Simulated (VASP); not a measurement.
Here is a VASP 6.6.1 calculation.

The input INCAR:

```
  ALGO = Normal
  EDIFF = 1E-6
  ENCUT = 520
  GGA = PE
  ISIF = 2
  ISMEAR = 0
  LASPH = T
  LCHARG = T
  LELF = T
  LREAL = F
  LVHAR = T
  LWAVE = F
  NBANDS = 33
  NELM = 100
  PREC = Accurate
  SIGMA = 0.1
```

The input KPOINTS:

```
k-points
0
Gamma
  6 6 4
```

The input POSCAR:

```
Si2Ge3
1.0
    4.3063530600      0.0000000000      0.0000000000
   -2.1531765300      3.7294111500      0.0000000000
    0.0000000000      0.0000000000      6.2592575900
Si Ge
2 3
Direct
    0.0000000000      0.0000000000      0.0000000000
    0.0000000000      0.0000000000      0.5000000000
    0.5000000000      0.0000000000      0.0000000000
    0.0000000000      0.5000000000      0.0000000000
    0.5000000000      0.5000000000      0.0000000000
```

Potentials or basis: VASP PAW PBE potentials, release 64 (Si, Ge_d).

Command:

```sh
$ cat potpaw_PBE.64/Si/POTCAR potpaw_PBE.64/Ge_d/POTCAR > POTCAR
$ mpirun -np 1 vasp_std > vasp.out
```

Problem. Predict the band gap on the k mesh.

Solution. Zero (band 25 reaches 6.84 eV, above the bottom of band 26 at 5.40 eV).

Problem. What does it give for the pressure?

Solution. 58.5 GPa.

Stress tensor (GPa, compression positive):
```
92.26  0.00  0.00
 0.00 92.26  0.00
 0.00  0.00 -8.90
```
